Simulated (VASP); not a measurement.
# Al (I4/mmm) in VASP: further runs, part 2 of 3

VASP 6.6.1. The steps go on from the part before.

### 4 Single point, PBE+D3(BJ) (18.31 Å³/atom)

This run uses another cell than the first one, of 18.31 Å³/atom.

INCAR

```
SYSTEM = Al
  PREC = Accurate
  ENCUT = 520
  EDIFF = 1E-7
  ISMEAR = 0
  SIGMA = 0.15
  LREAL = .False.
  LASPH = .True.
  NELM = 80
  ALGO = Normal
  ISIF = 2
  LWAVE = .False.
  LCHARG = .False.
  GGA = PE
  IVDW = 12
  NBANDS = 8
```

KPOINTS

```
regular mesh
0
Gamma
  22 22 22
  0 0 0
```

POSCAR

```
Al
1.0
    0.0000000000      2.2025070542      1.8873282947
    2.2025070542      0.0000000000      1.8873282947
    2.2025070542      2.2025070542      0.0000000000
Al
1
Direct
    0.0000000000      0.0000000000      0.0000000000
```

On the command line:

```console
$ cat potpaw_PBE.64/Al/POTCAR > POTCAR
$ mpirun -np 1 vasp_std > vasp.out
```

Wall time 43 s (1 thread of Intel Xeon Platinum 8488C (Sapphire Rapids), shared host); peak memory 0.22 GiB.

The run converged. Its results:

| Quantity | Value |
| --- | --- |
| Free energy | -3.9806 eV |
| Pressure | -8.2 GPa |
| Band gap on the k mesh | zero (an odd number of electrons rules out a gap without spin polarisation) |
| Dispersion energy per atom | -0.302 eV |

Stress tensor (GPa, compression positive):
```
-9.85  0.00  0.00
 0.00 -9.85  0.00
 0.00  0.00 -4.79
```

Levels at points of the mesh, in eV from the Fermi level:
```
           k point  band 1  band 2  band 3  band 4  band 5  band 6
(0.00, 0.00, 0.00)  -10.39   11.91   11.91   12.70   13.12   13.12
(0.50, 0.00, 0.00)   -4.11   -4.09    8.85    9.55   10.68   11.41
(0.50, 0.50, 0.00)   -1.03    0.59    3.53    3.53    4.25    6.34
(0.50, 0.00, 0.50)   -3.25   -2.55    5.80    6.12    6.77    9.22
```

Caveat: the stress differs along the axes, from -10 to -5 GPa.

### 5 Single point, PBE+D3(BJ) (18.31 Å³/atom)

This run uses another cell than the first one, of 18.31 Å³/atom.

INCAR

```
ALGO = Normal
EDIFF = 1E-7
ENCUT = 520
GGA = PE
ISIF = 2
ISMEAR = 0
IVDW = 12
LASPH = T
LCHARG = F
LREAL = F
LWAVE = F
NBANDS = 8
NELM = 100
PREC = Accurate
SIGMA = 0.15
```

KPOINTS

```
k-points
0
Gamma
  22 22 22
```

POSCAR

```
Al
1.0
    0.0000000000      1.9870268562      2.3188603412
    1.9870268562      0.0000000000      2.3188603412
    1.9870268562      1.9870268562      0.0000000000
Al
1
Direct
    0.0000000000      0.0000000000      0.0000000000
```

Potentials or basis: VASP PAW PBE potentials, release 64 (Al).

On the command line:

```console
$ cat potpaw_PBE.64/Al/POTCAR > POTCAR
$ mpirun -np 1 vasp_std > vasp.out
```

OUTCAR:

```text
EDIFF = 1E-7
   ENCUT = 520
   GGA = PE
   ISIF = 2
   ISMEAR = 0
   IVDW = 12
   LASPH = T
   LREAL = F
   NELM = 100
   PREC = Accurate
 IVDW          = 12

 ion  position               nearest neighbor table
   1  0.000  0.000  0.000-

  LATTYP: Found a body centered tetragonal cell.
 ALAT       =     2.8100803288
 C/A-ratio  =     1.6503872273

  Lattice vectors:

 A1 = (  -1.9870268562,   0.0000000000,   2.3188603412)
 A2 = (   1.9870268562,   0.0000000000,   2.3188603412)
 A3 = (   0.0000000000,   1.9870268562,  -2.3188603412)

Analysis of symmetry for initial positions (statically):
=====================================================================
 Subroutine PRICEL returns:
 Original cell was already a primitive cell.

 Routine SETGRP: Setting up the symmetry group for a
 body centered tetragonal supercell.

 Subroutine GETGRP returns: Found 16 space group operations
 (whereof 16 operations were pure point group operations)
 out of a pool of 16 trial point group operations.

The static configuration has the point symmetry D_4h.

Analysis of symmetry for dynamics (positions and initial velocities):
=====================================================================
 Subroutine PRICEL returns:
 Original cell was already a primitive cell.

 Routine SETGRP: Setting up the symmetry group for a
 body centered tetragonal supercell.

 Subroutine GETGRP returns: Found 16 space group operations
 (whereof 16 operations were pure point group operations)
 out of a pool of 16 trial point group operations.

The dynamic configuration has the point symmetry D_4h.

 Subroutine INISYM returns: Found 16 space group operations
 (whereof 16 operations are pure point group operations),
 and found     1 'primitive' translations

----------------------------------------------------------------------------------------

                                     Primitive cell

  volume of cell :      18.3110

  direct lattice vectors                    reciprocal lattice vectors
     0.000000000  1.987026856  2.318860341    -0.251632231  0.251632231  0.215623162
     1.987026856  0.000000000  2.318860341     0.251632231 -0.251632231  0.215623162
     1.987026856  1.987026856  0.000000000     0.251632231  0.251632231 -0.215623162

  length of vectors
     3.053749991  3.053749991  2.810080329     0.416090023  0.416090023  0.416090023

  position of ions in fractional coordinates (direct lattice)
     0.000000000  0.000000000  0.000000000

  ion indices of the primitive-cell ions
   primitive index   ion index
                 1           1

----------------------------------------------------------------------------------------

 KPOINTS: k-points

Automatic generation of k-mesh.
 Grid dimensions read from file:
 generate k-points for:   22   22   22

 Generating k-lattice:

  Cartesian coordinates                     Fractional coordinates (reciprocal lattice)
    -0.011437829  0.011437829  0.009801053     0.045454545  0.000000000  0.000000000
     0.011437829 -0.011437829  0.009801053     0.000000000  0.045454545  0.000000000
     0.011437829  0.011437829 -0.009801053     0.000000000  0.000000000  0.045454545

  Length of vectors
     0.018913183  0.018913183  0.018913183

  Shift w.r.t. Gamma in fractional coordinates (k-lattice)
     0.000000000  0.000000000  0.000000000

 Subroutine IBZKPT returns following result:
 ===========================================

 Found    834 irreducible k-points:

 Following reciprocal coordinates:
            Coordinates               Weight
  0.000000  0.000000  0.000000      1.000000
  0.045455  0.000000  0.000000      8.000000
  0.090909  0.000000  0.000000      8.000000
  0.136364  0.000000  0.000000      8.000000
  0.181818  0.000000  0.000000      8.000000
  0.227273  0.000000  0.000000      8.000000
[... 16 lines left out ...]
  0.500000  0.045455  0.000000      8.000000
 -0.454545  0.045455  0.000000      8.000000
 [... further k-points ...]
   k-points           NKPTS =    834   k-points in BZ     NKDIM =    834   number of bands    NBANDS=      8
   number of dos      NEDOS =    301   number of ions     NIONS =      1
   total plane-waves  NPLWV =  13824
   dimension x,y,z NGX =    24 NGY =   24 NGZ =   24
   dimension x,y,z NGXF=    48 NGYF=   48 NGZF=   48
   ions per type =               1
   NGX,Y,Z   is equivalent  to a cutoff of  13.07, 13.07, 14.20 a.u.
   NGXF,Y,Z  is equivalent  to a cutoff of  26.13, 26.13, 28.40 a.u.
 SYSTEM =  unknown system
   PREC   = accura    normal or accurate (medium, high low for compatibility)
   ISTART =      0    job   : 0-new  1-cont  2-samecut
   ICHARG =      2    charge: 1-file 2-atom 10-const
   ISPIN  =      1    spin polarized calculation?
   LNONCOLLINEAR =      F non collinear calculations
   LSORBIT =      F    spin-orbit coupling
   LASPH  =      T    aspherical Exc in radial PAW
   ENCUT  =  520.0 eV  38.22 Ry    6.18 a.u.   5.68  5.68  5.22*2*pi/ulx,y,z
   NELM   =    100;   NELMIN=  2; NELMDL= -5     # of ELM steps
   EDIFF  = 0.1E-06   stopping-criterion for ELM
   LREAL  =      F    real-space projection
   EDIFFG = 0.1E-05   stopping-criterion for IOM
   NSW    =      0    number of steps for IOM
   IBRION =     -1    ionic relax: 0-MD 1-quasi-New 2-CG
   NFREE  =      0    steps in history (QN), initial steepest desc. (CG)
   ISIF   =      2    stress and relaxation
   ISYM   =      2    0-nonsym 1-usesym 2-fastsym
   POTIM  = 0.5000    time-step for ionic-motion
   TEBEG  =    0.0;   TEEND  =   0.0 temperature during run
   PSTRESS=    0.0 pullay stress
   NELECT =       3.0000    total number of electrons
   NUPDOWN=      -1.0000    fix difference up-down
   EMIN   =  10.00;   EMAX   =-10.00  energy-range for DOS
   EFERMI =   0.00;   METHOD = LEGACY
   ISMEAR =     0;   SIGMA  =   0.15  broadening in eV -4-tet -1-fermi 0-gaus
   EFERMI_NEDOS =   21; number of points for ismear=-14 and -15
   IALGO  =     38    algorithm
   IMIX   =      4    mixing-type and parameters
     AMIX     =   0.40;   BMIX     =  1.00
     AMIX_MAG =   1.60;   BMIX_MAG =  1.00
  volume/ion in A,a.u.               =      18.31       123.57
  Fermi-wavevector in a.u.,A,eV,Ry     =   0.895800  1.692817 10.918108  0.802458
  Thomas-Fermi vector in A             =   2.018178
   LORBIT       =      0    0 simple, 1 ext, 2 COOP (PROOUT), +10 PAW based schemes
   GGA     = PE    functional components
   LHFCALC =     F    Hartree Fock is set to
   AEXX    =    0.0000 exact exchange contribution
   IVDW    =    12    specifies the selected vdW correction
   LEPSILON=     F    determine dielectric tensor
   LRPA    =     F    only Hartree local field effects (RPA)
 non-spin polarized calculation
 Gauss-broadening in eV      SIGMA  =   0.15
  energy-cutoff  :      520.00
  volume of cell :       18.31
 maximum number of plane-waves:       506
   NGX = 11   NGY = 11   NGZ = 11

 number of electron       3.0000000 magnetization

 Free energy of the ion-electron system (eV)
  ---------------------------------------------------
  ext. energy  EPLUGINS =         0.00000000
  ---------------------------------------------------
  free energy    TOTEN  =        -3.67771407 eV

  energy without entropy =       -3.67287212  energy(sigma->0) =       -3.67529309

 E-fermi :   6.9273     XC(G=0):  -9.8226

 val. band max:        6.9101733271   @ k =  -0.3636   0.1364   0.5000
 cond. band min:       6.9310705469   @ k =  -0.2727   0.1818   0.0455
 fundamental gap:      0.0208972198
 Fermi energy:         6.9272673019

 k-point     1 :       0.0000    0.0000    0.0000
  band No.  band energies     occupation
      1      -3.4796      2.00000
      2      18.1544      0.00000
      3      19.6740      0.00000
      4      19.7925      0.00000
      5      19.7925      0.00000
      6      19.8460      0.00000
      7      19.8460      0.00000
      8      21.3860      0.00000
[... 243 lines left out ...]
 k-point    24 :      -0.4545    0.0455    0.0000
  band No.  band energies     occupation
      1       2.2513      2.00000
      2       3.4573      2.00000
      3      13.8535      0.00000
      4      17.0278      0.00000
      5      18.8987      0.00000
      6      20.0687      0.00000
      7      21.6604      0.00000
      8      22.7864      0.00000

 [... further k-points ...]

------------------------ aborting loop because EDIFF is reached ----------------------------------------

 Edisp (eV)   -0.30191

 E8    (eV) :    -0.1348

  FORCE on cell =-STRESS in cart. coord.  units (eV):
  Direction    XX          YY          ZZ          XY          YZ          ZX
  --------------------------------------------------------------------------------------
  -------------------------------------------------------------------------------------
  Total      -0.66229    -0.66229    -1.35030     0.00000     0.00000    -0.00000
  in kB     -57.94902   -57.94902  -118.14883     0.00000     0.00000    -0.00000
  external pressure =      -78.02 kB  Pullay stress =        0.00 kB

 VOLUME and BASIS-vectors are now :
 -----------------------------------------------------------------------------
  energy-cutoff  :      520.00
  volume of cell :       18.31
      direct lattice vectors                 reciprocal lattice vectors
     0.000000000  1.987026856  2.318860341    -0.251632231  0.251632231  0.215623162
     1.987026856  0.000000000  2.318860341     0.251632231 -0.251632231  0.215623162
     1.987026856  1.987026856  0.000000000     0.251632231  0.251632231 -0.215623162

 POSITION                                       TOTAL-FORCE (eV/Angst)
 -----------------------------------------------------------------------------------
      0.00000      0.00000      0.00000         0.000000     -0.000000      0.000000
 -----------------------------------------------------------------------------------
    total drift:                                0.000000     -0.000000     -0.000000

  FREE ENERGIE OF THE ION-ELECTRON SYSTEM (eV)
  ---------------------------------------------------
  free  energy   TOTEN  =        -3.9796233539 eV

  energy  without entropy=       -3.9747814063  energy(sigma->0) =       -3.97720238
```

OSZICAR:

```text
N       E                     dE             d eps       ncg     rms          rms(c)
DAV:   1    -0.235167618383E+01   -0.23517E+01   -0.81574E+02 13392   0.200E+02
DAV:   2    -0.368948322636E+01   -0.13378E+01   -0.13011E+01 18432   0.178E+01
DAV:   3    -0.369706767942E+01   -0.75845E-02   -0.75791E-02 17360   0.150E+00
DAV:   4    -0.369708799765E+01   -0.20318E-04   -0.20317E-04 19720   0.678E-02
DAV:   5    -0.369708806300E+01   -0.65351E-07   -0.65239E-07 17424   0.234E-03    0.114E+00
DAV:   6    -0.368583044861E+01    0.11258E-01   -0.20907E-03 15920   0.211E-01    0.666E-01
DAV:   7    -0.367772096295E+01    0.81095E-02   -0.60637E-03 16168   0.342E-01    0.131E-01
DAV:   8    -0.367771546084E+01    0.55021E-05   -0.20699E-05 20000   0.317E-02    0.697E-03
DAV:   9    -0.367771461881E+01    0.84203E-06   -0.79412E-07 17240   0.380E-03    0.874E-04
DAV:  10    -0.367771412444E+01    0.49436E-06   -0.86043E-09 18144   0.509E-04    0.183E-04
DAV:  11    -0.367771406862E+01    0.55827E-07   -0.42807E-10  8832   0.119E-04
   1 F= -.39796234E+01 E0= -.39772024E+01  d E =-.484195E-02
```

It took 59 s on 1 thread of Intel Xeon Platinum 8488C (Sapphire Rapids), shared host; peak memory 0.22 GiB.

Results:

```yaml
Free_energy: -3.9796 eV
Pressure: -7.8 GPa
Band_gap_on_the_k_mesh: zero (an odd number of electrons rules out a gap without spin polarisation)
Dispersion_energy_per_atom: -0.302 eV
```

Stress tensor (GPa, compression positive):
```
 -5.79   0.00   0.00
  0.00  -5.79   0.00
  0.00   0.00 -11.81
```

Caveat: the stress differs along the axes, from -12 to -6 GPa.

### 6 Single point, PBE+D3(BJ) (18.31 Å³/atom)

This run uses another cell than the first one, of 18.31 Å³/atom.

INCAR

```
SYSTEM = Al
ALGO     = Fast           ! electronic algorithm
EDIFF    = 1E-7           ! SCF threshold, eV
ENCUT    = 520            ! plane-wave cutoff, eV
GGA      = PE             ! functional
ISIF     = 2              ! what is computed and relaxed
ISMEAR   = 0              ! smearing method
IVDW     = 12             ! dispersion correction
LASPH    = .TRUE.         ! aspherical terms in the spheres
LCHARG   = .FALSE.        ! write CHGCAR
LREAL    = .FALSE.        ! projectors in reciprocal space
LWAVE    = .FALSE.        ! write WAVECAR
NBANDS   = 8              ! bands
NELM     = 80             ! most SCF steps
PREC     = Accurate       ! precision mode
SIGMA    = 0.15           ! smearing width, eV
```

KPOINTS

```
k-points
0
G
  22 22 22
  0 0 0
```

POSCAR

```
Al
1.0
    0.0000000000      2.4413560256      1.5361012113
    2.4413560256      0.0000000000      1.5361012113
    2.4413560256      2.4413560256      0.0000000000
Al
1
Direct
    0.0000000000      0.0000000000      0.0000000000
```

Potentials or basis: VASP PAW PBE potentials, release 64 (Al).

On the command line:

```console
$ cat potpaw_PBE.64/Al/POTCAR > POTCAR
$ mpirun -np 1 vasp_std > vasp.out
```

OUTCAR:

```text
SYSTEM = Al
   EDIFF = 1E-7
   ENCUT = 520
   GGA = PE
   ISIF = 2
   ISMEAR = 0
   IVDW = 12
   LASPH = .TRUE.
   LREAL = .FALSE.
   NELM = 80
   PREC = Accurate
 IVDW          = 12

 ion  position               nearest neighbor table
   1  0.000  0.000  0.000-

  LATTYP: Found a body centered tetragonal cell.
 ALAT       =     3.4525988020
 C/A-ratio  =     0.8898231734

  Lattice vectors:

 A1 = (   0.0000000000,  -2.4413560256,  -1.5361012113)
 A2 = (   0.0000000000,   2.4413560256,  -1.5361012113)
 A3 = (   2.4413560256,   0.0000000000,   1.5361012113)

Analysis of symmetry for initial positions (statically):
=====================================================================
 Subroutine PRICEL returns:
 Original cell was already a primitive cell.

 Routine SETGRP: Setting up the symmetry group for a
 body centered tetragonal supercell.

 Subroutine GETGRP returns: Found 16 space group operations
 (whereof 16 operations were pure point group operations)
 out of a pool of 16 trial point group operations.

The static configuration has the point symmetry D_4h.

Analysis of symmetry for dynamics (positions and initial velocities):
=====================================================================
[... 166 lines left out ...]
  band No.  band energies     occupation
      1      -3.4786      2.00000
      2      18.0038      0.00000
      3      19.3830      0.00000
      4      19.3830      0.00000
      5      20.6801      0.00000
      6      20.6801      0.00000
      7      20.9143      0.00000
      8      21.1101      0.00000
[... 243 lines left out ...]
 k-point    24 :      -0.4545    0.0455    0.0000
  band No.  band energies     occupation
      1       2.1471      2.00000
      2       4.9148      2.00000
      3      12.8597      0.00000
      4      14.8133      0.00000
      5      15.4902      0.00000
      6      17.8863      0.00000
      7      25.3580      0.00000
      8      27.9437      0.00000

 [... further k-points ...]

------------------------ aborting loop because EDIFF is reached ----------------------------------------

 Edisp (eV)   -0.30171

 E8    (eV) :    -0.1347

  FORCE on cell =-STRESS in cart. coord.  units (eV):
  Direction    XX          YY          ZZ          XY          YZ          ZX
  --------------------------------------------------------------------------------------
  -------------------------------------------------------------------------------------
  Total      -0.76044    -0.76044    -1.01186     0.00000    -0.00000     0.00000
  in kB     -66.53737   -66.53737   -88.53600     0.00000    -0.00000     0.00000
  external pressure =      -73.87 kB  Pullay stress =        0.00 kB

 VOLUME and BASIS-vectors are now :
 -----------------------------------------------------------------------------
  energy-cutoff  :      520.00
  volume of cell :       18.31
      direct lattice vectors                 reciprocal lattice vectors
     0.000000000  2.441356026  1.536101211    -0.204804213  0.204804213  0.325499385
     2.441356026  0.000000000  1.536101211     0.204804213 -0.204804213  0.325499385
     2.441356026  2.441356026  0.000000000     0.204804213  0.204804213 -0.325499385

 POSITION                                       TOTAL-FORCE (eV/Angst)
 -----------------------------------------------------------------------------------
      0.00000      0.00000      0.00000         0.000000     -0.000000      0.000000
 -----------------------------------------------------------------------------------
    total drift:                               -0.000000     -0.000000     -0.000000

  FREE ENERGIE OF THE ION-ELECTRON SYSTEM (eV)
  ---------------------------------------------------
  free  energy   TOTEN  =        -3.9450305682 eV

  energy  without entropy=       -3.9402094017  energy(sigma->0) =       -3.94261998
```

OSZICAR:

```text
N       E                     dE             d eps       ncg     rms          rms(c)
DAV:   1    -0.231843648605E+01   -0.23184E+01   -0.83375E+02 13392   0.202E+02
DAV:   2    -0.365785266609E+01   -0.13394E+01   -0.12866E+01 18560   0.178E+01
DAV:   3    -0.366491237428E+01   -0.70597E-02   -0.70551E-02 16600   0.143E+00
DAV:   4    -0.366493299968E+01   -0.20625E-04   -0.20625E-04 19984   0.708E-02
DAV:   5    -0.366493306224E+01   -0.62552E-07   -0.62540E-07 16544   0.248E-03    0.110E+00
RMM:   6    -0.365220456830E+01    0.12728E-01   -0.14131E-03 13350   0.208E-01    0.643E-01
RMM:   7    -0.364330470095E+01    0.88999E-02   -0.43347E-03 14849   0.349E-01    0.108E-01
RMM:   8    -0.364331686305E+01   -0.12162E-04   -0.16089E-04 14587   0.791E-02    0.202E-02
RMM:   9    -0.364331945870E+01   -0.25957E-05   -0.22623E-05 14984   0.289E-02    0.102E-02
RMM:  10    -0.364331896838E+01    0.49033E-06   -0.48056E-06 15415   0.136E-02    0.687E-03
RMM:  11    -0.364331801145E+01    0.95693E-06   -0.92641E-07 15418   0.496E-03    0.424E-03
RMM:  12    -0.364331792396E+01    0.87491E-07   -0.33501E-07 14677   0.326E-03
   1 F= -.39450306E+01 E0= -.39426200E+01  d E =-.482117E-02
```

stdout:

```text
POSCAR found type information on POSCAR Al
 POSCAR found :  1 types and       1 ions
 scaLAPACK will be used
 LDA part: xc-table for (Slater+PW92), standard interpolation
 POSCAR, INCAR and KPOINTS ok, starting setup
 FFT: planning ... GRIDC
 FFT: planning ... GRID_SOFT
 FFT: planning ... GRID
 WAVECAR not read
 entering main loop
```

Wall time 70 s (1 thread of Intel Xeon Platinum 8488C (Sapphire Rapids), shared host); peak memory 0.23 GiB.

Results:

| Property | Result |
| --- | --- |
| Free energy | -3.9450 eV |
| Pressure | -7.4 GPa |
| Band gap on the k mesh | zero (an odd number of electrons rules out a gap without spin polarisation) |
| Dispersion energy per atom | -0.302 eV |

Stress tensor (GPa, compression positive):
```
-6.65  0.00  0.00
 0.00 -6.65  0.00
 0.00  0.00 -8.85
```

Caveat: the cell stands under tension.

[end of part 2 of 3]

The gap in the log of VASP goes by the Fermi energy; the results here count the filled bands.